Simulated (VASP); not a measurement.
# AgCl (P4/mmm) in VASP: further runs

AgCl is run at these levels: PBEsol; tasks: single point.

All numbers are computed with VASP 6.6.1; they aren't measurements. Logs are shortened: lines on timing, memory, paths and dates and some standing lists are left out, and cuts for length are marked.

### Step 1. The cell of the first run

Symmetry: P4/mmm, No. 123, tetragonal system. The conventional cell has a = 3.434 Å, b = 3.434 Å, c = 2.919 Å, α = 90.00°, β = 90.00°, γ = 90.00°. Within 3.7 Å of Ag (site symmetry 4/mmm) lie 8 Cl at 2.83 Å and 6 Ag at 2.92 to 3.43 Å. Cl (site symmetry 4/mmm) has 8 Ag at 2.83 Å and 6 Cl at 2.92 to 3.43 Å within 3.7 Å.

### Step 2. Single point, PBEsol (strain -0.1500 x Voigt [0, 0, 1, 0, 0, 0])

INCAR

```
SYSTEM = AgCl
ALGO = Normal
EDIFF = 1E-6
ENCUT = 520
GGA = PS
ISIF = 2
ISMEAR = 0
LASPH = .True.
LCHARG = .False.
LREAL = .False.
LWAVE = .False.
NBANDS = 16
NELM = 60
PREC = Accurate
SIGMA = 0.05
```

KPOINTS

```
k-points
0
Gamma
  10 10 10
  0 0 0
```

POSCAR

```
AgCl
1.0
    3.4339730000      0.0000000000      0.0000000000
    0.0000000000      3.4339730000      0.0000000000
    0.0000000000      0.0000000000      2.9188770500
Ag Cl
1 1
Direct
    0.0000000000      0.0000000000      0.0000000000
    0.5000000000      0.5000000000      0.5000000000
```

Potentials or basis: VASP PAW PBE potentials, release 64 (Ag, Cl).

Run with:

```
$ cat potpaw_PBE.64/Ag/POTCAR potpaw_PBE.64/Cl/POTCAR > POTCAR
$ mpirun -np 1 vasp_std > vasp.out
```

OUTCAR:

```text
SYSTEM = AgCl
   EDIFF = 1E-6
   ENCUT = 520
   GGA = PS
   ISIF = 2
   ISMEAR = 0
   LASPH = .True.
   LREAL = .False.
   NELM = 60
   PREC = Accurate

 ion  position               nearest neighbor table
   1  0.000  0.000  0.000-   2 2.83   2 2.83   2 2.83   2 2.83   2 2.83   2 2.83   2 2.83   2 2.83

   2  0.500  0.500  0.500-   1 2.83   1 2.83   1 2.83   1 2.83   1 2.83   1 2.83   1 2.83   1 2.83

  LATTYP: Found a simple tetragonal cell.
 ALAT       =     3.4339730000
 C/A-ratio  =     0.8500000000

  Lattice vectors:

 A1 = (   3.4339730000,   0.0000000000,   0.0000000000)
 A2 = (   0.0000000000,   3.4339730000,   0.0000000000)
 A3 = (   0.0000000000,   0.0000000000,   2.9188770500)

Analysis of symmetry for initial positions (statically):
=====================================================================
 Subroutine PRICEL returns:
 Original cell was already a primitive cell.

 Routine SETGRP: Setting up the symmetry group for a
 simple tetragonal supercell.

 Subroutine GETGRP returns: Found 16 space group operations
 (whereof 16 operations were pure point group operations)
 out of a pool of 16 trial point group operations.

The static configuration has the point symmetry D_4h.

Analysis of symmetry for dynamics (positions and initial velocities):
=====================================================================
 Subroutine PRICEL returns:
 Original cell was already a primitive cell.

 Routine SETGRP: Setting up the symmetry group for a
 simple tetragonal supercell.

 Subroutine GETGRP returns: Found 16 space group operations
 (whereof 16 operations were pure point group operations)
 out of a pool of 16 trial point group operations.

The dynamic configuration has the point symmetry D_4h.

 Subroutine INISYM returns: Found 16 space group operations
 (whereof 16 operations are pure point group operations),
 and found     1 'primitive' translations

----------------------------------------------------------------------------------------

                                     Primitive cell

  volume of cell :      34.4199

  direct lattice vectors                    reciprocal lattice vectors
     3.433973000  0.000000000  0.000000000     0.291207881  0.000000000  0.000000000
     0.000000000  3.433973000  0.000000000     0.000000000  0.291207881  0.000000000
     0.000000000  0.000000000  2.918877050     0.000000000  0.000000000  0.342597507

  length of vectors
     3.433973000  3.433973000  2.918877050     0.291207881  0.291207881  0.342597507

  position of ions in fractional coordinates (direct lattice)
     0.000000000  0.000000000  0.000000000
     0.500000000  0.500000000  0.500000000

  ion indices of the primitive-cell ions
   primitive index   ion index
                 1           1
                 2           2

----------------------------------------------------------------------------------------

 KPOINTS: k-points

Automatic generation of k-mesh.
 Grid dimensions read from file:
 generate k-points for:   10   10   10

 Generating k-lattice:

  Cartesian coordinates                     Fractional coordinates (reciprocal lattice)
     0.029120788  0.000000000  0.000000000     0.100000000  0.000000000  0.000000000
     0.000000000  0.029120788  0.000000000     0.000000000  0.100000000  0.000000000
     0.000000000  0.000000000  0.034259751     0.000000000  0.000000000  0.100000000

  Length of vectors
     0.029120788  0.029120788  0.034259751

  Shift w.r.t. Gamma in fractional coordinates (k-lattice)
     0.000000000  0.000000000  0.000000000

 Subroutine IBZKPT returns following result:
 ===========================================

 Found    126 irreducible k-points:

 Following reciprocal coordinates:
            Coordinates               Weight
  0.000000  0.000000  0.000000      1.000000
  0.100000  0.000000  0.000000      4.000000
  0.200000  0.000000  0.000000      4.000000
  0.300000  0.000000  0.000000      4.000000
  0.400000  0.000000  0.000000      4.000000
  0.500000  0.000000  0.000000      2.000000
[... 16 lines left out ...]
  0.100000  0.000000  0.100000      8.000000
  0.200000  0.000000  0.100000      8.000000
 [... further k-points ...]
   k-points           NKPTS =    126   k-points in BZ     NKDIM =    126   number of bands    NBANDS=     16
   number of dos      NEDOS =    301   number of ions     NIONS =      2
   total plane-waves  NPLWV =  18816
   dimension x,y,z NGX =    28 NGY =   28 NGZ =   24
   dimension x,y,z NGXF=    56 NGYF=   56 NGZF=   48
   ions per type =               1   1
   NGX,Y,Z   is equivalent  to a cutoff of  13.56, 13.56, 13.67 a.u.
   NGXF,Y,Z  is equivalent  to a cutoff of  27.11, 27.11, 27.34 a.u.
 SYSTEM =  AgCl
   PREC   = accura    normal or accurate (medium, high low for compatibility)
   ISTART =      0    job   : 0-new  1-cont  2-samecut
   ICHARG =      2    charge: 1-file 2-atom 10-const
   ISPIN  =      1    spin polarized calculation?
[... 116 lines left out ...]
      6       3.8162      2.00000
[... 8 lines left out ...]
     15      21.1044      0.00000
     16      23.2916      0.00000

 k-point     6 :       0.5000    0.0000    0.0000
  band No.  band energies     occupation
      1      -9.1597      2.00000
      2      -0.5615      2.00000
      3       1.7880      2.00000
      4       2.2245      2.00000
      5       3.1526      2.00000
      6       3.8913      2.00000
[... 8 lines left out ...]
     15      22.6885      0.00000
     16      22.7319      0.00000

 k-point     7 :       0.1000    0.1000    0.0000
  band No.  band energies     occupation
      1      -9.6235      2.00000
      2       1.7791      2.00000
      3       2.1848      2.00000
      4       2.4710      2.00000
      5       3.5585      2.00000
      6       3.7037      2.00000
[... 8 lines left out ...]
     15      21.4599      0.00000
     16      23.1218      0.00000

 k-point     8 :       0.2000    0.1000    0.0000
  band No.  band energies     occupation
      1      -9.4989      2.00000
      2       1.1491      2.00000
      3       2.0374      2.00000
      4       2.3074      2.00000
      5       3.5039      2.00000
      6       3.5414      2.00000
[... 8 lines left out ...]
     15      20.4904      0.00000
     16      23.1919      0.00000

 k-point     9 :       0.3000    0.1000    0.0000
  band No.  band energies     occupation
      1      -9.3345      2.00000
      2       0.3454      2.00000
      3       1.9202      2.00000
      4       2.2333      2.00000
      5       3.3626      2.00000
      6       3.6277      2.00000
[... 8 lines left out ...]
     15      20.1914      0.00000
     16      23.1057      0.00000
[... 172 lines left out ...]
 k-point    19 :       0.4000    0.4000    0.0000
  band No.  band energies     occupation
      1      -8.9415      2.00000
      2       0.7354      2.00000
      3       1.1509      2.00000
      4       2.2071      2.00000
      5       3.5543      2.00000
      6       3.6494      2.00000
[... 8 lines left out ...]
     15      21.7586      0.00000
     16      22.5765      0.00000

 k-point    20 :       0.5000    0.4000    0.0000
  band No.  band energies     occupation
      1      -8.9100      2.00000
      2       0.8115      2.00000
      3       1.1581      2.00000
      4       2.1552      2.00000
      5       3.5728      2.00000
      6       3.6524      2.00000
[... 8 lines left out ...]
     15      21.7597      0.00000
     16      22.9931      0.00000

 k-point    21 :       0.5000    0.5000    0.0000
  band No.  band energies     occupation
      1      -8.8819      2.00000
      2       1.0765      2.00000
      3       1.0765      2.00000
      4       2.0527      2.00000
      5       3.6283      2.00000
      6       3.6283      2.00000
[... 8 lines left out ...]
     15      21.6476      0.00000
     16      23.4514      0.00000

 k-point    22 :       0.0000    0.0000    0.1000
  band No.  band energies     occupation
      1      -9.6200      2.00000
      2       2.0801      2.00000
      3       2.5031      2.00000
      4       3.0425      2.00000
      5       3.0425      2.00000
      6       3.5141      2.00000
[... 8 lines left out ...]
     15      21.5470      0.00000
     16      22.3283      0.00000

 k-point    23 :       0.1000    0.0000    0.1000
  band No.  band energies     occupation
      1      -9.5739      2.00000
      2       2.0037      2.00000
      3       2.2730      2.00000
      4       2.7980      2.00000
      5       2.9895      2.00000
      6       3.6222      2.00000
[... 8 lines left out ...]
     15      21.3434      0.00000
     16      21.9246      0.00000

 k-point    24 :       0.2000    0.0000    0.1000
  band No.  band energies     occupation
      1      -9.4485      2.00000
      2       1.2685      2.00000
      3       2.2088      2.00000
      4       2.4337      2.00000
      5       3.1159      2.00000
      6       3.6969      2.00000
[... 8 lines left out ...]
     15      20.2270      0.00000
     16      22.1900      0.00000

 [... further k-points ...]

------------------------ aborting loop because EDIFF is reached ----------------------------------------

  FORCE on cell =-STRESS in cart. coord.  units (eV):
  Direction    XX          YY          ZZ          XY          YZ          ZX
  --------------------------------------------------------------------------------------
  -------------------------------------------------------------------------------------
  Total        0.3120669      0.3120669      3.4847191      0.0000000      0.0000000      0.0000000
  in kB       14.5260915     14.5260915    162.2067034      0.0000000      0.0000000      0.0000000
  external PRESSURE =      63.7529621 kB  Pullay stress =       0.0000000 kB

 VOLUME and BASIS-vectors are now :
 -----------------------------------------------------------------------------
  energy-cutoff  :      520.00
  volume of cell :       34.42
      direct lattice vectors                 reciprocal lattice vectors
     3.433973000  0.000000000  0.000000000     0.291207881  0.000000000  0.000000000
     0.000000000  3.433973000  0.000000000     0.000000000  0.291207881  0.000000000
     0.000000000  0.000000000  2.918877050     0.000000000  0.000000000  0.342597507

 POSITION                                       TOTAL-FORCE (eV/Angst)
 -----------------------------------------------------------------------------------
      0.00000      0.00000      0.00000         0.000000      0.000000      0.000000
      1.71699      1.71699      1.45944         0.000000      0.000000      0.000000
 -----------------------------------------------------------------------------------
    total drift:                               -0.000000      0.000000      0.000000

  FREE ENERGIE OF THE ION-ELECTRON SYSTEM (eV)
  ---------------------------------------------------
  free  energy   TOTEN  =        -5.6317801464 eV

  energy  without entropy=       -5.6316934762  energy(sigma->0) =       -5.63173681
```

Run time: 83 s. Hardware: 1 thread of Intel Xeon 8259CL, shared host; peak memory 0.2 GiB.

Results:

```
Free energy            : -5.6318 eV
Pressure               : 6.4 GPa
Band gap on the k mesh : zero (bands 9 and 10 overlap by 0.17 eV)
```

Levels at points of the mesh, in eV from the Fermi level:
| k point | band 5 | band 6 | band 7 | band 8 | band 9 | band 10 | band 11 | band 12 | band 13 | band 14 |
| --- | --- | --- | --- | --- | --- | --- | --- | --- | --- | --- |
| (0.00, 0.00, 0.00) | -3.17 | -3.01 | -2.66 | -2.66 | -1.06 | -0.18 | 8.07 | 9.36 | 12.98 | 12.98 |
| (0.50, 0.00, 0.00) | -3.36 | -2.62 | -2.59 | -0.58 | -0.01 | 4.14 | 5.31 | 7.84 | 8.91 | 12.03 |
| (0.50, 0.50, 0.00) | -2.88 | -2.88 | -2.88 | -2.60 | -0.60 | 0.97 | 9.42 | 9.42 | 10.62 | 15.14 |
| (0.00, 0.00, 0.50) | -3.63 | -2.83 | -1.80 | -0.72 | -0.72 | 3.77 | 6.07 | 8.19 | 8.58 | 8.58 |
| (0.50, 0.00, 0.50) | -3.60 | -3.46 | -3.22 | -2.30 | -1.98 | 2.77 | 7.80 | 9.17 | 10.15 | 12.20 |
| (0.50, 0.50, 0.50) | -2.52 | -2.16 | -1.18 | -0.71 | -0.71 | 3.46 | 3.72 | 3.72 | 7.24 | 17.19 |

Caveat: the cell differs from its parent crystal (strain -0.1500 x Voigt [0, 0, 1, 0, 0, 0]); the stress differs along the axes, from 1 to 16 GPa; semilocal functionals underestimate gaps, and a narrow one can read as zero; the PAW data sets were made with another functional, which shifts forces and pressure a little.

### Step 3. Single point, PBEsol (strain -0.1125 x Voigt [0, 0, 1, 0, 0, 0])

INCAR

```
ALGO     = Normal         # electronic algorithm
EDIFF    = 1E-6           # SCF threshold, eV
ENCUT    = 520            # plane-wave cutoff, eV
GGA      = PS             # functional
ISIF     = 2              # what is computed and relaxed
ISMEAR   = 0              # smearing method
LASPH    = T              # aspherical terms in the spheres
LCHARG   = T              # write CHGCAR
LELF     = T              # ELF
LREAL    = F              # projectors in reciprocal space
LVHAR    = T            
LWAVE    = F              # write WAVECAR
NBANDS   = 16             # bands
NELM     = 80             # most SCF steps
PREC     = Accurate       # precision mode
SIGMA    = 0.05           # smearing width, eV
```

KPOINTS

```
k-points
0
Gamma
  10 10 10
```

Changes to POSCAR since step 2:

```diff
@@ -4,3 +4,3 @@
     0.0000000000      3.4339730000      0.0000000000
-    0.0000000000      0.0000000000      2.9188770500
+    0.0000000000      0.0000000000      3.0476510375
 Ag Cl
```

Potentials or basis: VASP PAW PBE potentials, release 64 (Ag, Cl).

Run with:

```
$ cat potpaw_PBE.64/Ag/POTCAR potpaw_PBE.64/Cl/POTCAR > POTCAR
$ mpirun -np 1 vasp_std > vasp.out
```

Run time: 85 s. Hardware: 1 thread of Intel Xeon 8259CL, shared host; peak memory 0.2 GiB.

The run converged. Its results:

- Free energy: -5.7447 eV
- Pressure: 2.2 GPa
- Band gap on the k mesh: 0.09 eV (least direct gap 1.29 eV)

Stress tensor (GPa, compression positive):
```
-0.70  0.00  0.00
 0.00 -0.70  0.00
 0.00  0.00  7.96
```

Levels at points of the mesh, in eV from the valence-band top:
| k point | band 5 | band 6 | band 7 | band 8 | band 9 | band 10 | band 11 | band 12 | band 13 | band 14 |
| --- | --- | --- | --- | --- | --- | --- | --- | --- | --- | --- |
| (0.00, 0.00, 0.00) | -2.62 | -2.56 | -2.34 | -2.34 | -1.20 | 0.09 | 8.49 | 9.38 | 13.27 | 13.27 |
| (0.50, 0.00, 0.00) | -3.15 | -2.29 | -2.16 | -0.33 | 0.00 | 4.49 | 5.45 | 8.49 | 8.94 | 11.45 |
| (0.50, 0.50, 0.00) | -2.58 | -2.58 | -2.56 | -2.18 | -0.69 | 1.53 | 9.36 | 9.36 | 10.63 | 14.75 |
| (0.00, 0.00, 0.50) | -3.24 | -2.42 | -1.60 | -0.42 | -0.42 | 4.07 | 5.98 | 8.54 | 9.03 | 9.03 |
| (0.50, 0.00, 0.50) | -3.06 | -2.95 | -2.80 | -1.97 | -1.62 | 2.78 | 8.12 | 9.21 | 10.29 | 12.71 |
| (0.50, 0.50, 0.50) | -2.12 | -1.88 | -0.77 | -0.45 | -0.45 | 3.82 | 4.05 | 4.05 | 7.08 | 17.27 |

Caveat: the cell differs from its parent crystal (strain -0.1125 x Voigt [0, 0, 1, 0, 0, 0]); the stress differs along the axes, from -1 to 8 GPa; semilocal functionals underestimate gaps, and a narrow one can read as zero; the PAW data sets were made with another functional, which shifts forces and pressure a little.

### Step 4. Single point, PBEsol (strain -0.0750 x Voigt [0, 0, 1, 0, 0, 0])

INCAR

```
PREC     = Accurate       # precision mode
ENCUT    = 520            # plane-wave cutoff, eV
EDIFF    = 1E-7           # SCF threshold, eV
ISMEAR   = 0              # smearing method
SIGMA    = 0.05           # smearing width, eV
LREAL    = F              # projectors in reciprocal space
LASPH    = T              # aspherical terms in the spheres
NELM     = 60             # most SCF steps
ALGO     = Normal         # electronic algorithm
ISIF     = 2              # what is computed and relaxed
LWAVE    = F              # write WAVECAR
LCHARG   = T              # write CHGCAR
GGA      = PS             # functional
LELF     = T              # ELF
LVHAR    = T            
NBANDS   = 16             # bands
```

KPOINTS

```
Automatic mesh
0
Gamma
  10 10 10
```

Changes to POSCAR since step 3:

```diff
@@ -4,3 +4,3 @@
     0.0000000000      3.4339730000      0.0000000000
-    0.0000000000      0.0000000000      3.0476510375
+    0.0000000000      0.0000000000      3.1764250250
 Ag Cl
```

Run with:

```
$ cat potpaw_PBE.64/Ag/POTCAR potpaw_PBE.64/Cl/POTCAR > POTCAR
$ mpirun -np 1 vasp_std > vasp.out
```

Run time: 86 s. Hardware: 1 thread of Intel Xeon 8259CL, shared host; peak memory 0.2 GiB.

It converged, with:

* Free energy: -5.7926 eV
* Pressure: -0.8 GPa
* Band gap on the k mesh: 0.26 eV (least direct gap 1.59 eV)

Stress tensor (GPa, compression positive):
```
-2.40  0.00  0.00
 0.00 -2.40  0.00
 0.00  0.00  2.28
```

Levels at points of the mesh, in eV from the valence-band top:
```csv
k point,band 7,band 8,band 9,band 10,band 11,band 12
"(0.00, 0.00, 0.00)",-2.10,-2.10,-1.33,0.26,8.81,9.36
"(0.50, 0.00, 0.00)",-1.84,-0.17,0.00,4.66,5.50,9.01
"(0.50, 0.50, 0.00)",-2.35,-1.88,-0.78,1.98,9.21,9.21
"(0.00, 0.00, 0.50)",-1.50,-0.23,-0.23,4.32,5.83,8.82
"(0.50, 0.00, 0.50)",-2.49,-1.75,-1.34,2.75,8.38,9.14
"(0.50, 0.50, 0.50)",-0.49,-0.30,-0.30,4.12,4.29,4.29
```

Caveat: the cell differs from its parent crystal (strain -0.0750 x Voigt [0, 0, 1, 0, 0, 0]); semilocal functionals underestimate gaps, and a narrow one can read as zero; the PAW data sets were made with another functional, which shifts forces and pressure a little.

### Step 5. Summary

```tsv
cell	gap on the mesh (eV)	pressure (GPa)
a = 3.434, b = 3.434, c = 2.919 Å, 2 atoms	none	6.4
a = 3.434, b = 3.434, c = 3.048 Å, 2 atoms	0.09	2.2
a = 3.434, b = 3.434, c = 3.176 Å, 2 atoms	0.26	-0.8
```

Alike in all rows: task single point; level PBEsol; potentials or basis VASP PAW PBE potentials, release 64 (Ag, Cl); no spin polarisation; k mesh 10 × 10 × 10; cutoff (eV) 520; smearing gaussian 0.05 eV.

Caveats: semilocal functionals underestimate gaps, and a narrow one can read as zero; the PAW data sets were made with another functional, which shifts forces and pressure a little; the stress differs along the axes, from 1 to 16 GPa (at least some runs); the stress differs along the axes, from -1 to 8 GPa (at least some runs).

Total energies depend on the potentials used, so only differences within one code and one set of settings carry meaning.
